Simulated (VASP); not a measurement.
# MgRh (Pm-3m) in VASP: a series of runs

MgRh is run at these levels: LDA; tasks: single point.

Program: VASP 6.6.1. These are calculated values, not measurements. Logs are shortened: lines on timing, memory, paths and dates and some standing lists are left out, and cuts for length are marked.

## 1. The cell of the first run

The structure is cubic, space group Pm-3m (No. 221). Conventional cell: a = 3.099 Å, b = 3.099 Å, c = 3.099 Å, α = 90.00°, β = 90.00°, γ = 90.00°. Mg (site symmetry m-3m) has 8 Rh at 2.68 Å and 6 Mg at 3.10 Å within 3.5 Å. Rh (site symmetry m-3m) has 8 Mg at 2.68 Å and 6 Rh at 3.10 Å within 3.5 Å.

## 2. Single point, LDA, collinear spin, ferromagnetic start

File INCAR:

```
PREC = Accurate
ENCUT = 520
EDIFF = 1E-7
ISMEAR = -1
SIGMA = 0.1
LREAL = False
LASPH = True
NELM = 150
ALGO = Normal
ISIF = 2
LWAVE = False
LCHARG = True
ISPIN = 2
MAGMOM = 0 1
LORBIT = 11
LMAXMIX = 4
GGA = CA
LELF = True
LVHAR = True
NBANDS = 20
```

File KPOINTS:

```
regular mesh
0
Gamma
  11 11 11
```

File POSCAR:

```
MgRh
1.0
    3.0992000000      0.0000000000      0.0000000000
    0.0000000000      3.0992000000      0.0000000000
    0.0000000000      0.0000000000      3.0992000000
Mg Rh
1 1
Direct
    0.0000000000      0.0000000000      0.0000000000
    0.5000000000      0.5000000000      0.5000000000
```

Potentials or basis: VASP PAW LDA potentials, release 64 (Mg, Rh_pv).

Started as:

```sh
cat potpaw_LDA.64/Mg/POTCAR potpaw_LDA.64/Rh_pv/POTCAR > POTCAR
mpirun -np 1 vasp_std > vasp.out
```

OUTCAR:

```text
PREC = Accurate
   ENCUT = 520
   EDIFF = 1E-7
   ISMEAR = -1
   LREAL = False
   LASPH = True
   NELM = 150
   ISIF = 2
   ISPIN = 2
   LORBIT = 11
   GGA = CA

 ion  position               nearest neighbor table
   1  0.000  0.000  0.000-   2 2.68   2 2.68   2 2.68   2 2.68   2 2.68   2 2.68   2 2.68   2 2.68

   2  0.500  0.500  0.500-   1 2.68   1 2.68   1 2.68   1 2.68   1 2.68   1 2.68   1 2.68   1 2.68

  LATTYP: Found a simple cubic cell.
 ALAT       =     3.0992000000

  Lattice vectors:

 A1 = (   3.0992000000,   0.0000000000,   0.0000000000)
 A2 = (   0.0000000000,   3.0992000000,   0.0000000000)
 A3 = (   0.0000000000,   0.0000000000,   3.0992000000)

Analysis of symmetry for initial positions (statically):
=====================================================================
 Subroutine PRICEL returns:
 Original cell was already a primitive cell.

 Routine SETGRP: Setting up the symmetry group for a
 simple cubic supercell.

 Subroutine GETGRP returns: Found 48 space group operations
 (whereof 48 operations were pure point group operations)
 out of a pool of 48 trial point group operations.

The static configuration has the point symmetry O_h .

Analysis of symmetry for dynamics (positions and initial velocities):
=====================================================================
 Subroutine PRICEL returns:
 Original cell was already a primitive cell.

 Routine SETGRP: Setting up the symmetry group for a
 simple cubic supercell.

 Subroutine GETGRP returns: Found 48 space group operations
 (whereof 48 operations were pure point group operations)
 out of a pool of 48 trial point group operations.

The dynamic configuration has the point symmetry O_h .

Analysis of structural, dynamic, and magnetic symmetry:
=====================================================================
 Subroutine PRICEL returns:
 Original cell was already a primitive cell.

 Routine SETGRP: Setting up the symmetry group for a
 simple cubic supercell.

 Subroutine GETGRP returns: Found 48 space group operations
 (whereof 48 operations were pure point group operations)
 out of a pool of 48 trial point group operations.

The overall configuration has the point symmetry O_h .

 Subroutine INISYM returns: Found 48 space group operations
 (whereof 48 operations are pure point group operations),
 and found     1 'primitive' translations

----------------------------------------------------------------------------------------

[... 108 lines left out ...]
   EFERMI_NEDOS =   21; number of points for ismear=-14 and -15
   IALGO  =     38    algorithm
   IMIX   =      4    mixing-type and parameters
     AMIX     =   0.40;   BMIX     =  1.00
     AMIX_MAG =   1.60;   BMIX_MAG =  1.00
  volume/ion in A,a.u.               =      14.88       100.44
  Fermi-wavevector in a.u.,A,eV,Ry     =   1.358235  2.566692 25.100054  1.844802
  Thomas-Fermi vector in A             =   2.485085
   LORBIT       =     11    0 simple, 1 ext, 2 COOP (PROOUT), +10 PAW based schemes
   GGA     = CA    functional components
   LHFCALC =     F    Hartree Fock is set to
   AEXX    =    0.0000 exact exchange contribution
   IVDW    =     0    specifies the selected vdW correction
   LEPSILON=     F    determine dielectric tensor
   LRPA    =     F    only Hartree local field effects (RPA)
 spin polarized calculation
  energy-cutoff  :      520.00
  volume of cell :       29.77
 maximum number of plane-waves:       813
 NGX is ok and might be reduce to    24
   NGX = 11   NGY = 11   NGZ = 11

 number of electron      17.0000011 magnetization       0.0017754

 number of electron      17.0000011 magnetization      -0.0000851

 Free energy of the ion-electron system (eV)
  ---------------------------------------------------
  ext. energy  EPLUGINS =         0.00000000
  ---------------------------------------------------
  free energy    TOTEN  =       -11.49712045 eV

  energy without entropy =      -11.45187784  energy(sigma->0) =      -11.47449915

 E-fermi :   6.5193     XC(G=0): -11.9860

 val. band max:        6.5060159569   @ k =   0.3636   0.3636   0.1818
 cond. band min:       6.5808647972   @ k =   0.4545   0.3636   0.3636
 fundamental gap:      0.0748488403
 Fermi energy:         6.5192929818

 spin component 1

 k-point     1 :       0.0000    0.0000    0.0000
  band No.  band energies     occupation
      1     -38.4522      1.00000
      2     -38.4522      1.00000
      3     -38.4522      1.00000
      4      -0.4937      1.00000
      5       3.5936      1.00000
      6       3.5936      1.00000
[... 541 lines left out ...]
     19      27.4428      0.00000
     20      28.4881      0.00000

 [... further k-points ...]

 spin component 2

 k-point     1 :       0.0000    0.0000    0.0000
  band No.  band energies     occupation
      1     -38.4523      1.00000
      2     -38.4523      1.00000
      3     -38.4523      1.00000
      4      -0.4937      1.00000
      5       3.5936      1.00000
      6       3.5936      1.00000
[... 541 lines left out ...]
     19      27.4428      0.00000
     20      28.4881      0.00000

 [... further k-points ...]
[... 5 lines left out ...]
  --------------------------------------------------------------------------------------
  -------------------------------------------------------------------------------------
  Total       -1.2122366     -1.2122366     -1.2122366      0.0000000      0.0000000      0.0000000
  in kB      -65.2452874    -65.2452874    -65.2452874      0.0000000      0.0000000      0.0000000
  external PRESSURE =     -65.2452874 kB  Pullay stress =       0.0000000 kB

 VOLUME and BASIS-vectors are now :
 -----------------------------------------------------------------------------
  energy-cutoff  :      520.00
  volume of cell :       29.77
      direct lattice vectors                 reciprocal lattice vectors
     3.099200000  0.000000000  0.000000000     0.322663913  0.000000000  0.000000000
     0.000000000  3.099200000  0.000000000     0.000000000  0.322663913  0.000000000
     0.000000000  0.000000000  3.099200000     0.000000000  0.000000000  0.322663913

 POSITION                                       TOTAL-FORCE (eV/Angst)
 -----------------------------------------------------------------------------------
      0.00000      0.00000      0.00000         0.000000      0.000000      0.000000
      1.54960      1.54960      1.54960         0.000000      0.000000      0.000000
 -----------------------------------------------------------------------------------
    total drift:                                0.000000     -0.000000     -0.000000

  FREE ENERGIE OF THE ION-ELECTRON SYSTEM (eV)
  ---------------------------------------------------
  free  energy   TOTEN  =       -11.4971204510 eV

  energy  without entropy=      -11.4518778426  energy(sigma->0) =      -11.47449915

 total charge

# of ion       s       p       d       tot
------------------------------------------
    1        0.224   0.188   0.046   0.457
    2        0.353   6.166   7.334  13.853
--------------------------------------------------
tot          0.577   6.354   7.379  14.310

 magnetization (x)

# of ion       s       p       d       tot
------------------------------------------
    1       -0.000  -0.000  -0.000  -0.000
    2        0.000   0.000  -0.000  -0.000
--------------------------------------------------
tot         -0.000  -0.000  -0.000  -0.000
```

OSZICAR:

```text
N       E                     dE             d eps       ncg     rms          rms(c)
DAV:   1     0.136036219407E+03    0.13604E+03   -0.99621E+03  4712   0.847E+02
DAV:   2    -0.873102167699E+01   -0.14477E+03   -0.13632E+03  4768   0.261E+02
DAV:   3    -0.116905102702E+02   -0.29595E+01   -0.29353E+01  5328   0.394E+01
DAV:   4    -0.117066163181E+02   -0.16106E-01   -0.16101E-01  5216   0.301E+00
DAV:   5    -0.117068173549E+02   -0.20104E-03   -0.20097E-03  5416   0.341E-01    0.652E+00
DAV:   6    -0.116064031348E+02    0.10041E+00   -0.84788E-01  5172   0.959E+00    0.221E+00
DAV:   7    -0.115139146820E+02    0.92488E-01   -0.13101E-01  4920   0.387E+00    0.124E+00
DAV:   8    -0.114982396519E+02    0.15675E-01   -0.56220E-03  5312   0.457E-01    0.360E-01
DAV:   9    -0.114971422908E+02    0.10974E-02   -0.13580E-03  5420   0.298E-01    0.148E-01
DAV:  10    -0.114971378033E+02    0.44875E-05   -0.31247E-05  5340   0.426E-02    0.449E-02
DAV:  11    -0.114971220382E+02    0.15765E-04   -0.96827E-06  5492   0.296E-02    0.179E-02
DAV:  12    -0.114971204074E+02    0.16307E-05   -0.17593E-06  5376   0.105E-02    0.459E-03
DAV:  13    -0.114971204510E+02   -0.43533E-07   -0.19739E-07  5004   0.365E-03
   1 F= -.11497120E+02 E0= -.11474499E+02  d E =-.452426E-01  mag=     0.0000
```

Wall time 30 s (1 thread of AMD EPYC 9R45 (Zen 5), shared host); peak memory 0.14 GiB.

Results:

| Property | Result |
| --- | --- |
| Free energy | -11.4971 eV |
| Pressure | -6.5 GPa |
| Net moment | 0.00 μB per cell |
| Valence electrons inside the program's atomic spheres | Mg 0.46; Rh 13.85 |

## 3. Single point, LDA, collinear spin, ferromagnetic start

File INCAR:

```
  PREC = Accurate
  ENCUT = 520
  EDIFF = 1E-6
  ISMEAR = -1
  SIGMA = 0.1
  LREAL = False
  LASPH = True
  NELM = 150
  ALGO = Normal
  ISIF = 2
  LWAVE = False
  LCHARG = False
  ISPIN = 2
  MAGMOM = 0 0.2
  LORBIT = 11
  NUPDOWN = 0.2
  LMAXMIX = 4
  GGA = CA
  NBANDS = 20
```

File KPOINTS:

```
Automatic mesh
0
Gamma
  11 11 11
```

POSCAR is that of step 2.

Potentials or basis: VASP PAW LDA potentials, release 64 (Mg, Rh_pv).

Started as:

```sh
cat potpaw_LDA.64/Mg/POTCAR potpaw_LDA.64/Rh_pv/POTCAR > POTCAR
mpirun -np 1 vasp_std > vasp.out
```

Wall time 25 s (1 thread of AMD EPYC 9R45 (Zen 5), shared host); peak memory 0.14 GiB.

The run converged. Its results:

| Property | Result |
| --- | --- |
| Free energy | -11.4856 eV |
| Pressure | -6.4 GPa |
| Net moment | 0.20 μB per cell |
| Site moments | Mg +0.01; Rh +0.16 μB |
| Valence electrons inside the program's atomic spheres | Mg 0.46; Rh 13.85 |

Caveat: the total moment is fixed, so each spin has its own Fermi level.

## 4. Single point, LDA, collinear spin, ferromagnetic start

File INCAR:

```
SYSTEM = MgRh
PREC = Accurate ; ENCUT = 520
EDIFF = 1E-6 ; ISMEAR = -1
SIGMA = 0.1 ; LREAL = .FALSE.
LASPH = .TRUE. ; NELM = 150
ALGO = Normal ; ISIF = 2
LWAVE = .FALSE. ; LCHARG = .FALSE.
ISPIN = 2 ; MAGMOM = 0 0.4
LORBIT = 11 ; NUPDOWN = 0.4
LMAXMIX = 4 ; GGA = CA
NBANDS = 20
```

File KPOINTS:

```
Automatic mesh
0
G
  11 11 11
  0 0 0
```

POSCAR is that of step 3.

Started as:

```sh
cat potpaw_LDA.64/Mg/POTCAR potpaw_LDA.64/Rh_pv/POTCAR > POTCAR
mpirun -np 1 vasp_std > vasp.out
```

Run time: 25 s. Hardware: 1 thread of AMD EPYC 9R45 (Zen 5), shared host; peak memory 0.14 GiB.

Results (log left out):

* Free energy: -11.4481 eV
* Pressure: -6.0 GPa
* Net moment: 0.40 μB per cell
* Site moments: Mg +0.01; Rh +0.32 μB
* Valence electrons inside the program's atomic spheres: Mg 0.46; Rh 13.84

Caveat: the total moment is fixed, so each spin has its own Fermi level.

## 5. Overview

```csv
fixed moment (μB),pressure (GPa),moment (μB)
-,-6.5,0.00
0.2,-6.4,0.20
0.4,-6.0,0.40
```

Alike in all rows: task single point; level LDA; potentials or basis VASP PAW LDA potentials, release 64 (Mg, Rh_pv); spin collinear, ferromagnetic start; cell as given; k mesh 11 × 11 × 11; cutoff (eV) 520; smearing fermi-dirac 0.1 eV.

Caveats: the total moment is fixed, so each spin has its own Fermi level (some runs).

Absolute energies hang on the potentials; compare differences alone.
